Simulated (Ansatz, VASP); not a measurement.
## One calculation of CaF2, two programs

Contents of INCAR:

```
SYSTEM = CaF2
PREC     = Accurate       ! precision mode
ENCUT    = 520            ! plane-wave cutoff, eV
EDIFF    = 1E-6           ! SCF threshold, eV
ISMEAR   = 0              ! smearing method
SIGMA    = 0.05           ! smearing width, eV
LREAL    = .FALSE.        ! projectors in reciprocal space
LASPH    = .TRUE.         ! aspherical terms in the spheres
NELM     = 120            ! most SCF steps
ALGO     = Normal         ! electronic algorithm
ISIF     = 2              ! what is computed and relaxed
LWAVE    = .FALSE.        ! write WAVECAR
LCHARG   = .FALSE.        ! write CHGCAR
LDIPOL   = .TRUE.       
IDIPOL   = 3            
DIPOL    = 0.5 0.5 0.500
GGA      = PS             ! functional
NBANDS   = 87             ! bands
GGA_COMPAT= .FALSE.      
NELMDL   = -8
```

Contents of KPOINTS:

```
Automatic mesh
0
G
  7 5 1
  0 0 0
```

Contents of POSCAR:

```
CaF2
1.0
    3.8330589177      0.0000000000      0.0000000000
    0.0000000000      5.4207639067      0.0000000000
    0.0000000000      0.0000000000     24.5826472942
Ca F
6 12
Direct
    0.5000000000      0.5000000000      0.3050932599
    0.0000000000      0.0000000000      0.3830559559
    0.5000000000      0.5000000000      0.4610186520
    0.0000000000      0.0000000000      0.5389813480
    0.5000000000      0.5000000000      0.6169440441
    0.0000000000      0.0000000000      0.6949067401
    0.0000000000      0.7500000000      0.3050932599
    0.0000000000      0.2500000000      0.3050932599
    0.5000000000      0.2500000000      0.3830559559
    0.5000000000      0.7500000000      0.3830559559
    0.0000000000      0.7500000000      0.4610186520
    0.0000000000      0.2500000000      0.4610186520
    0.5000000000      0.2500000000      0.5389813480
    0.5000000000      0.7500000000      0.5389813480
    0.0000000000      0.7500000000      0.6169440441
    0.0000000000      0.2500000000      0.6169440441
    0.5000000000      0.2500000000      0.6949067401
    0.5000000000      0.7500000000      0.6949067401
```

Input for Ansatz:

```yaml
crystal:
  lattice:
    - [3.8330589177, 0.0, 0.0]
    - [0.0, 5.4207639067, 0.0]
    - [0.0, 0.0, 24.5826472942]
  atoms:
    - { symbol: Ca, position: [0.5, 0.5, 0.3050932599] }
    - { symbol: F, position: [0.0, 0.75, 0.3050932599] }
    - { symbol: F, position: [0.0, 0.25, 0.3050932599] }
    - { symbol: Ca, position: [0.0, 0.0, 0.3830559559] }
    - { symbol: F, position: [0.5, 0.25, 0.3830559559] }
    - { symbol: F, position: [0.5, 0.75, 0.3830559559] }
    - { symbol: Ca, position: [0.5, 0.5, 0.461018652] }
    - { symbol: F, position: [0.0, 0.75, 0.461018652] }
    - { symbol: F, position: [0.0, 0.25, 0.461018652] }
    - { symbol: Ca, position: [0.0, 0.0, 0.538981348] }
    - { symbol: F, position: [0.5, 0.25, 0.538981348] }
    - { symbol: F, position: [0.5, 0.75, 0.538981348] }
    - { symbol: Ca, position: [0.5, 0.5, 0.6169440441] }
    - { symbol: F, position: [0.0, 0.75, 0.6169440441] }
    - { symbol: F, position: [0.0, 0.25, 0.6169440441] }
    - { symbol: Ca, position: [0.0, 0.0, 0.6949067401] }
    - { symbol: F, position: [0.5, 0.25, 0.6949067401] }
    - { symbol: F, position: [0.5, 0.75, 0.6949067401] }
basis:
  ecutwfc: 420
kpoints:
  mp_grid: { grid: [7, 5, 1] }
hamiltonian:
  xc: pbesol
scf:
  occupations: { method: gaussian, width: 0.05 }
output:
  forces: true
  stress: true
  eigenvalues: true
  write_density: true
  write_potential: true
  elf: true
  volumetric_format: npy
efield:
  axis: 3
  dipole_correction: true
  ramp_width: 0.04
```

Alike in both runs: task single point; functional PBEsol; k mesh 7 × 5 × 1; occupations gaussian, width 0.05 eV; no spin polarisation.

|  | VASP | Ansatz |
| --- | --- | --- |
| version | VASP 6.6.1 | Ansatz 0.2.0 |
| potentials or method | VASP PAW PBE potentials, release 64 (Ca_sv, F), cutoff 520 eV | scalar-relativistic, plane waves, PAW |
| valence electrons in the cell | 144 | 144 |

```tsv
	VASP	Ansatz	Ansatz less VASP
gap on the k mesh at the Fermi level (eV)	5.12	5.13	+0.011
least direct gap on the mesh (eV)	5.12	5.13	+0.011
rms of the force components (eV/Å)	0.325	0.332	+0.0071
```

VASP's potentials were made for PBE, not for PBEsol. Ansatz's warnings: xc potential rough in thin density.
